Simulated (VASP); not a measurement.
ScC3, 8 atoms in the cell. Symmetry: P6_3/m, No. 176, hexagonal system. The conventional cell has a = 4.823 Å, b = 4.823 Å, c = 5.196 Å, α = 90.00°, β = 90.00°, γ = 120.00°. Within 1.9 Å of Sc (site symmetry -6) lie 3 C at 1.39 Å. C (site symmetry m) has 1 Sc at 1.39 Å within 1.9 Å. 

| Property | Result |
| --- | --- |
| Program | VASP 6.6.1 |
| Task | single point |
| Functional | PBE |
| Potentials or basis | VASP PAW PBE potentials, release 64 (Sc_sv, C) |
| Cutoff | 520 eV |
| k mesh | 6 × 6 × 4 |
| Occupations | gaussian, width 0.1 eV |
| Spin | no spin polarisation |
| Dipole correction | no |
| Further INCAR settings | ALGO = Normal; EDIFF = 1e-06; NBANDS = 33 |

Potentials or basis: VASP PAW PBE potentials, release 64 (Sc_sv, C).

Command:

```sh
$ cat potpaw_PBE.64/Sc_sv/POTCAR potpaw_PBE.64/C/POTCAR > POTCAR
$ mpirun -np 1 vasp_std > vasp.out
```

Hardware: 1 thread of Intel(R) Xeon(R) 6975P-C (Granite Rapids) (shared host).

**Question.** How long does it take, and how much memory?

**Answer.** Wall time 43 s on 1 thread of Intel(R) Xeon(R) 6975P-C (Granite Rapids), with other jobs on the host, peak memory 0.25 GiB. Counts: scf iterations 15, k points 24.
